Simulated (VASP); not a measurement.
# GdN (Fm-3m) in VASP: further runs, part 2 of 2

VASP 6.6.1.

## Step 3: Single point, PBEsol+U, collinear spin

Contents of INCAR:

```
SYSTEM = GdN
PREC = Accurate
ENCUT = 600
EDIFF = 1E-6
ISMEAR = -1
SIGMA = 0.05
LREAL = .FALSE.
LASPH = .TRUE.
NELM = 200
ALGO = Normal
ISIF = 2
LWAVE = .FALSE.
LCHARG = .TRUE.
ISPIN = 2
MAGMOM = 7.62 -0.16
LORBIT = 11
LMAXMIX = 6
LDAU = .TRUE.
LDAUTYPE = 2
LDAUL = 3 -1
LDAUU = 6 0
LDAUJ = 0 0
LDAUPRINT = 1
GGA = PS
LELF = .TRUE.
LVHAR = .TRUE.
NBANDS = 22
GGA_COMPAT = .FALSE.
```

Contents of KPOINTS:

```
regular mesh
0
G
  14 14 14
  0 0 0
```

Contents of POSCAR:

```
GdN
1.0
    0.0000000000      2.4717339584      2.4717339584
    2.4717339584      0.0000000000      2.4717339584
    2.4717339584      2.4717339584      0.0000000000
Gd N
1 1
Direct
    0.0000000000      0.0000000000      0.0000000000
    0.5000000000      0.5000000000      0.5000000000
```

Potentials or basis: VASP PAW PBE potentials, release 64 (Gd, N).

On the command line:

```bash
$ cat potpaw_PBE.64/Gd/POTCAR potpaw_PBE.64/N/POTCAR > POTCAR
$ mpirun -np 1 vasp_std > vasp.out
```

OUTCAR:

```text
SYSTEM = GdN
   PREC = Accurate
   ENCUT = 600
   EDIFF = 1E-6
   ISMEAR = -1
   LREAL = .FALSE.
   LASPH = .TRUE.
   NELM = 200
   ISIF = 2
   ISPIN = 2
   LORBIT = 11
   GGA = PS

 ion  position               nearest neighbor table
   1  0.000  0.000  0.000-   2 2.47   2 2.47   2 2.47   2 2.47   2 2.47   2 2.47
   2  0.500  0.500  0.500-   1 2.47   1 2.47   1 2.47   1 2.47   1 2.47   1 2.47

  LATTYP: Found a face centered cubic cell.
 ALAT       =     4.9434679168

  Lattice vectors:

 A1 = (   0.0000000000,   2.4717339584,   2.4717339584)
 A2 = (   2.4717339584,   0.0000000000,   2.4717339584)
 A3 = (   2.4717339584,   2.4717339584,   0.0000000000)

Analysis of symmetry for initial positions (statically):
=====================================================================
 Subroutine PRICEL returns:
 Original cell was already a primitive cell.

 Routine SETGRP: Setting up the symmetry group for a
 face centered cubic supercell.

 Subroutine GETGRP returns: Found 48 space group operations
 (whereof 48 operations were pure point group operations)
 out of a pool of 48 trial point group operations.

The static configuration has the point symmetry O_h .

Analysis of symmetry for dynamics (positions and initial velocities):
=====================================================================
 Subroutine PRICEL returns:
 Original cell was already a primitive cell.

 Routine SETGRP: Setting up the symmetry group for a
 face centered cubic supercell.

 Subroutine GETGRP returns: Found 48 space group operations
 (whereof 48 operations were pure point group operations)
 out of a pool of 48 trial point group operations.

The dynamic configuration has the point symmetry O_h .

Analysis of structural, dynamic, and magnetic symmetry:
=====================================================================
 Subroutine PRICEL returns:
 Original cell was already a primitive cell.

 Routine SETGRP: Setting up the symmetry group for a
 face centered cubic supercell.

 Subroutine GETGRP returns: Found 48 space group operations
[... 166 lines left out ...]
  0.0000 -0.0000 -0.0000  0.0000 -0.0035 -0.0000  0.0080

 occupancies and eigenvectors

  o =  0.0004  v =  0.0000  0.0000  0.0000  0.0000  0.0000  0.0000  0.0000  0.0000 -1.0000  0.0000 -0.0000  0.0000 -0.0000  0.0000      0.0000  0.0000  0.0000  0.0000  0.0000  0.0000  0.0000  0.0000  0.0000  0.0000  0.0000  0.0000  0.0000  0.0000
  o =  0.0035  v =  0.0000  0.0000  0.0000  0.0000  0.0000  0.0000  0.0000 -0.0012  0.0000  0.0015  0.0000  0.7906 -0.0000  0.6124      0.0000  0.0000  0.0000  0.0000  0.0000  0.0000  0.0000  0.0000  0.0000  0.0000  0.0000  0.0000  0.0000  0.0000
  o =  0.0035  v =  0.0000  0.0000  0.0000  0.0000  0.0000  0.0000  0.0000  0.6124 -0.0000 -0.7906 -0.0000  0.0015  0.0000  0.0012      0.0000  0.0000  0.0000  0.0000  0.0000  0.0000  0.0000  0.0000  0.0000  0.0000  0.0000  0.0000  0.0000  0.0000
  o =  0.0035  v =  0.0000  0.0000  0.0000  0.0000  0.0000  0.0000  0.0000  0.0000  0.0000 -0.0000 -0.0000 -0.0000 -1.0000 -0.0000      0.0000  0.0000  0.0000  0.0000  0.0000  0.0000  0.0000  0.0000  0.0000  0.0000  0.0000  0.0000  0.0000  0.0000
  o =  0.0107  v =  0.0000  0.0000  0.0000  0.0000  0.0000  0.0000  0.0000  0.7906  0.0000  0.6124  0.0000  0.0014 -0.0000 -0.0018      0.0000  0.0000  0.0000  0.0000  0.0000  0.0000  0.0000  0.0000  0.0000  0.0000  0.0000  0.0000  0.0000  0.0000
  o =  0.0107  v =  0.0000  0.0000  0.0000  0.0000  0.0000  0.0000  0.0000 -0.0018  0.0000 -0.0014  0.0002  0.6124  0.0000 -0.7906      0.0000  0.0000  0.0000  0.0000  0.0000  0.0000  0.0000  0.0000  0.0000  0.0000  0.0000  0.0000  0.0000  0.0000
  o =  0.0107  v =  0.0000  0.0000  0.0000  0.0000  0.0000  0.0000  0.0000  0.0000  0.0000  0.0000 -1.0000  0.0001  0.0000 -0.0002      0.0000  0.0000  0.0000  0.0000  0.0000  0.0000  0.0000  0.0000  0.0000  0.0000  0.0000  0.0000  0.0000  0.0000
  o =  0.9887  v =  0.0000 -1.0000 -0.0000  0.0000  0.0000  0.0000 -0.0000  0.0000  0.0000  0.0000  0.0000  0.0000  0.0000  0.0000      0.0000  0.0000  0.0000  0.0000  0.0000  0.0000  0.0000  0.0000  0.0000  0.0000  0.0000  0.0000  0.0000  0.0000
  o =  0.9900  v = -0.0000  0.0000  0.0000  0.0000  0.0032  1.0000  0.0025  0.0000  0.0000  0.0000  0.0000  0.0000  0.0000  0.0000      0.0000  0.0000  0.0000  0.0000  0.0000  0.0000  0.0000  0.0000  0.0000  0.0000  0.0000  0.0000  0.0000  0.0000
  o =  0.9900  v = -0.0016  0.0000  0.0020 -0.0000  0.7906 -0.0041  0.6124  0.0000  0.0000  0.0000  0.0000  0.0000  0.0000  0.0000      0.0000  0.0000  0.0000  0.0000  0.0000  0.0000  0.0000  0.0000  0.0000  0.0000  0.0000  0.0000  0.0000  0.0000
  o =  0.9900  v = -0.6124 -0.0000  0.7906  0.0000 -0.0020 -0.0000 -0.0016  0.0000  0.0000  0.0000  0.0000  0.0000  0.0000  0.0000      0.0000  0.0000  0.0000  0.0000  0.0000  0.0000  0.0000  0.0000  0.0000  0.0000  0.0000  0.0000  0.0000  0.0000
  o =  0.9924  v =  0.0000  0.0000  0.0000  1.0000  0.0059 -0.0000 -0.0076  0.0000  0.0000  0.0000  0.0000  0.0000  0.0000  0.0000      0.0000  0.0000  0.0000  0.0000  0.0000  0.0000  0.0000  0.0000  0.0000  0.0000  0.0000  0.0000  0.0000  0.0000
  o =  0.9924  v = -0.0000 -0.0000 -0.0000  0.0097 -0.6123 -0.0000  0.7905  0.0000  0.0000  0.0000  0.0000  0.0000  0.0000  0.0000      0.0000  0.0000  0.0000  0.0000  0.0000  0.0000  0.0000  0.0000  0.0000  0.0000  0.0000  0.0000  0.0000  0.0000
  o =  0.9924  v =  0.7906 -0.0000  0.6124 -0.0000 -0.0000  0.0000  0.0000  0.0000  0.0000  0.0000  0.0000  0.0000  0.0000  0.0000      0.0000  0.0000  0.0000  0.0000  0.0000  0.0000  0.0000  0.0000  0.0000  0.0000  0.0000  0.0000  0.0000  0.0000

 number of electron      23.0000004 magnetization       6.9997882

 Free energy of the ion-electron system (eV)
  ---------------------------------------------------
  ext. energy  EPLUGINS =         0.00000000
  ---------------------------------------------------
  free energy    TOTEN  =       -23.65251354 eV

  energy without entropy =      -23.65197743  energy(sigma->0) =      -23.65224549

 E-fermi :   3.8313     XC(G=0): -11.9334

 val. band max:        3.7696153110   @ k =   0.0714   0.0000   0.0000
 cond. band min:       3.8557505948   @ k =   0.0714   0.0714   0.0000
 fundamental gap:      0.0861352838
 Fermi energy:         3.8312609397

 spin component 1

 k-point     1 :       0.0000    0.0000    0.0000
  band No.  band energies     occupation
      1     -39.7417      1.00000
      2     -16.7185      1.00000
      3     -16.7185      1.00000
      4     -16.7185      1.00000
      5      -9.0987      1.00000
      6      -2.3061      1.00000
[... 1193 lines left out ...]
     21      13.5948      0.00000
     22      19.4854      0.00000

 [... further k-points ...]

------------------------ aborting loop because EDIFF is reached ----------------------------------------

  FORCE on cell =-STRESS in cart. coord.  units (eV):
  Direction    XX          YY          ZZ          XY          YZ          ZX
  --------------------------------------------------------------------------------------
  -------------------------------------------------------------------------------------
  Total        0.0728000      0.0728000      0.0728000      0.0000000     -0.0000000     -0.0000000
  in kB        3.8619523      3.8619523      3.8619523      0.0000000     -0.0000000     -0.0000000
  external PRESSURE =       3.8619523 kB  Pullay stress =       0.0000000 kB

 VOLUME and BASIS-vectors are now :
 -----------------------------------------------------------------------------
  energy-cutoff  :      600.00
  volume of cell :       30.20
      direct lattice vectors                 reciprocal lattice vectors
     0.000000000  2.471733958  2.471733958    -0.202287143  0.202287143  0.202287143
     2.471733958  0.000000000  2.471733958     0.202287143 -0.202287143  0.202287143
     2.471733958  2.471733958  0.000000000     0.202287143  0.202287143 -0.202287143

 POSITION                                       TOTAL-FORCE (eV/Angst)
 -----------------------------------------------------------------------------------
      0.00000      0.00000      0.00000        -0.000000      0.000000     -0.000000
      2.47173      2.47173      2.47173         0.000000     -0.000000      0.000000
 -----------------------------------------------------------------------------------
    total drift:                                0.000000      0.000000      0.000000

  FREE ENERGIE OF THE ION-ELECTRON SYSTEM (eV)
  ---------------------------------------------------
  free  energy   TOTEN  =       -23.6525135385 eV

  energy  without entropy=      -23.6519774319  energy(sigma->0) =      -23.65224549

 total charge

# of ion       s       p       d       f       tot
--------------------------------------------------
    1        2.035   5.654   0.564   6.972  15.225
    2        1.241   2.376   0.000   0.000   3.618
--------------------------------------------------
tot          3.276   8.030   0.564   6.972  18.842

 magnetization (x)

# of ion       s       p       d       f       tot
--------------------------------------------------
    1       -0.004  -0.075   0.072   6.888   6.881
    2       -0.010  -0.107   0.000   0.000  -0.116
--------------------------------------------------
tot         -0.014  -0.182   0.072   6.888   6.765
```

OSZICAR:

```text
N       E                     dE             d eps       ncg     rms          rms(c)
DAV:   1     0.148414242422E+03    0.14841E+03   -0.89613E+03 12730   0.616E+03
DAV:   2    -0.504586085431E-01   -0.14846E+03   -0.12517E+03 12502   0.503E+02
DAV:   3    -0.188541345146E+02   -0.18804E+02   -0.18340E+02 13572   0.126E+02
DAV:   4    -0.211135237790E+02   -0.22594E+01   -0.22410E+01 17160   0.307E+01
DAV:   5    -0.211973437300E+02   -0.83820E-01   -0.83740E-01 14352   0.724E+00    0.423E+01
DAV:   6    -0.239938240272E+02   -0.27965E+01   -0.30444E+01 14002   0.192E+02    0.104E+02
DAV:   7    -0.239359497669E+02    0.57874E-01   -0.27371E+00 14294   0.186E+01    0.860E+01
DAV:   8    -0.236726589322E+02    0.26329E+00   -0.28934E-01 16402   0.127E+01    0.628E+01
DAV:   9    -0.236281904546E+02    0.44468E-01   -0.64948E-01 13542   0.230E+01    0.209E+01
DAV:  10    -0.236498648164E+02   -0.21674E-01   -0.28504E-01 16120   0.965E+00    0.158E+01
DAV:  11    -0.236504436115E+02   -0.57880E-03   -0.24915E-02 16116   0.211E+00    0.873E+00
DAV:  12    -0.236523856705E+02   -0.19421E-02   -0.70329E-03 11662   0.258E+00    0.305E+00
DAV:  13    -0.236525243121E+02   -0.13864E-03   -0.19986E-03 15868   0.669E-01    0.897E-01
DAV:  14    -0.236525232880E+02    0.10242E-05   -0.21125E-04 14732   0.143E-01    0.438E-01
DAV:  15    -0.236525117417E+02    0.11546E-04   -0.44450E-05 14252   0.165E-01    0.165E-01
DAV:  16    -0.236525131296E+02   -0.13879E-05   -0.92868E-06 15898   0.249E-02    0.384E-02
DAV:  17    -0.236525135385E+02   -0.40884E-06   -0.25692E-07  7256   0.131E-02
   1 F= -.23652514E+02 E0= -.23652245E+02  d E =-.536107E-03  mag=     6.9998
```

stdout:

```text
POSCAR found type information on POSCAR GdN
 POSCAR found :  2 types and       2 ions
 scaLAPACK will be used
 -----------------------------------------------------------------------------
|                                                                             |
|                                                                             |
|     You enforced a specific xc type in the INCAR file but a different       |
|     I HOPE YOU KNOW WHAT YOU ARE DOING!                                     |
|                                                                             |
 -----------------------------------------------------------------------------

 LDA part: xc-table for (Slater+PW92), standard interpolation
 POSCAR, INCAR and KPOINTS ok, starting setup
 FFT: planning ... GRIDC
 FFT: planning ... GRID_SOFT
 FFT: planning ... GRID
 WAVECAR not read
 entering main loop
```

Run time: 6.9 min. Hardware: 1 thread of Oxide Virtual Turin-like, shared host; peak memory 0.25 GiB.

What came out:

```yaml
Free_energy: -23.6525 eV
Pressure: 0.4 GPa
Band_gap_on_the_k_mesh: zero (filled and empty bands overlap)
Net_moment: 7.00 μB per cell
Site_moments: Gd +6.88; N -0.12 μB
Valence_electrons_inside_the_program's_atomic_spheres: Gd 15.22; N 3.62
```

Levels at points of the mesh, in eV from the Fermi level:
Spin up:
```tsv
k point	band 13	band 14	band 15	band 16	band 17	band 18
(0.00, 0.00, 0.00)	0.17	0.17	0.17	2.55	2.55	2.55
(0.50, 0.00, 0.00)	-4.41	-2.56	-2.56	5.32	6.07	6.07
(0.50, 0.50, 0.00)	-1.29	-0.51	-0.20	-0.20	6.70	6.87
```
Spin down:
| k point | band 6 | band 7 | band 8 | band 9 | band 10 | band 11 |
| --- | --- | --- | --- | --- | --- | --- |
| (0.00, 0.00, 0.00) | -0.44 | -0.44 | -0.44 | 3.35 | 3.35 | 3.35 |
| (0.50, 0.00, 0.00) | -4.15 | -2.46 | -2.46 | 4.54 | 4.95 | 4.95 |
| (0.50, 0.50, 0.00) | -0.96 | -0.48 | -0.48 | 0.12 | 5.02 | 5.06 |

Eigenvalues of the final occupation matrices:
| site | spin | trace | eigenvalues |
| --- | --- | --- | --- |
| site 1 f | 1 | 6.94 | 0.99 0.99 0.99 0.99 0.99 0.99 0.99 |
| site 1 f | 2 | 0.04 | 0.00 0.00 0.00 0.00 0.01 0.01 0.01 |

Caveat: the PAW data sets were made with another functional, which shifts forces and pressure a little; spin-orbit coupling is left out, which moves the levels of the heavy elements; a cell with one magnetic atom can't hold antiferromagnetic order, which such compounds often take.

## Step 4: Single point, PBEsol+U, collinear spin

POSCAR is that of step 3.

Contents of INCAR.step1:

```
PREC = Accurate
ENCUT = 520
EDIFF = 1E-6
ISMEAR = 0
SIGMA = 0.1
LREAL = False
LASPH = True
NELM = 200
ALGO = Normal
ISIF = 2
LWAVE = False
LCHARG = True
ISPIN = 2
MAGMOM = 7.62 -0.16
LMAXMIX = 6
LDAU = True
LDAUTYPE = 2
LDAUL = 3 -1
LDAUU = 6 0
LDAUJ = 0 0
LDAUPRINT = 1
GGA = PS
NBANDS = 22
GGA_COMPAT = False
NEDOS = 2001
LORBIT = 11
```

Contents of KPOINTS.step1:

```
regular mesh
0
Gamma
  14 14 14
```

Contents of INCAR.step2:

```
PREC = Accurate
ENCUT = 520
EDIFF = 1E-6
ISMEAR = -5
SIGMA = 0.1
LREAL = False
LASPH = True
NELM = 200
ALGO = Normal
ISIF = 2
LWAVE = False
LCHARG = False
ISPIN = 2
MAGMOM = 7.62 -0.16
LORBIT = 11
LMAXMIX = 6
LDAU = True
LDAUTYPE = 2
LDAUL = 3 -1
LDAUU = 6 0
LDAUJ = 0 0
LDAUPRINT = 1
GGA = PS
NEDOS = 1001
ICHARG = 11
GGA_COMPAT = False
```

Contents of KPOINTS.step2:

```
regular mesh
0
Gamma
  21 21 21
```

On the command line:

```bash
$ cat potpaw_PBE.64/Gd/POTCAR potpaw_PBE.64/N/POTCAR > POTCAR
$ cp INCAR.step1 INCAR
$ cp KPOINTS.step1 KPOINTS
$ mpirun -np 1 vasp_std > vasp.out
$ cp INCAR.step2 INCAR
$ cp KPOINTS.step2 KPOINTS
$ mpirun -np 1 vasp_std > vasp.out
```

Run time: 12 min. Hardware: 1 thread of Oxide Virtual Turin-like, shared host; peak memory 0.38 GiB.

It converged, with:

```yaml
Net_moment: 7.00 μB per cell
Site_moments: Gd +6.88; N -0.12 μB
Valence_electrons_inside_the_program's_atomic_spheres: Gd 15.22; N 3.63
```

Levels at points of the mesh, in eV from the Fermi level:
Spin up:
```tsv
k point	band 11	band 12	band 13	band 14	band 15	band 16	band 17	band 18	band 19
(0.00, 0.00, 0.00)	-5.89	-5.89	0.16	0.16	0.16	2.54	2.54	2.54	3.49
```
Spin down:
```csv
k point,band 5,band 6,band 7,band 8,band 9,band 10,band 11,band 12
"(0.00, 0.00, 0.00)",-12.97,-0.45,-0.45,-0.45,3.34,3.34,3.34,3.96
```

Eigenvalues of the final occupation matrices:
```
    site  spin  trace                         eigenvalues
site 1 f     1   6.94  0.99 0.99 0.99 0.99 0.99 0.99 0.99
site 1 f     2   0.04  0.00 0.00 0.00 0.00 0.01 0.01 0.01
```

Caveat: the PAW data sets were made with another functional, which shifts forces and pressure a little; spin-orbit coupling is left out, which moves the levels of the heavy elements; a cell with one magnetic atom can't hold antiferromagnetic order, which such compounds often take.

## Step 5: Overview

```csv
cutoff (eV),smearing,k mesh for the DOS,occupations for the DOS,gap on the mesh (eV),pressure (GPa),moment (μB)
600,gaussian 0.1 eV,-,-,none,0.4,7.00
600,fermi-dirac 0.05 eV,-,-,none,0.4,7.00
520,gaussian 0.1 eV,21 × 21 × 21,tetrahedron,-,-,7.00
```

Alike in all rows: task single point; level PBEsol+U; potentials or basis VASP PAW PBE potentials, release 64 (Gd, N); spin collinear; Gd f U = 6.0 eV; cell a = 3.496 Å, angles 60.0°, 2 atoms; k mesh 14 × 14 × 14.

Caveats: the PAW data sets were made with another functional, which shifts forces and pressure a little; spin-orbit coupling is left out, which moves the levels of the heavy elements; a cell with one magnetic atom can't hold antiferromagnetic order, which such compounds often take.

Total energies depend on the potentials used, so only differences within one code and one set of settings carry meaning.

The gap in the log of VASP goes by the Fermi energy; the results here count the filled bands.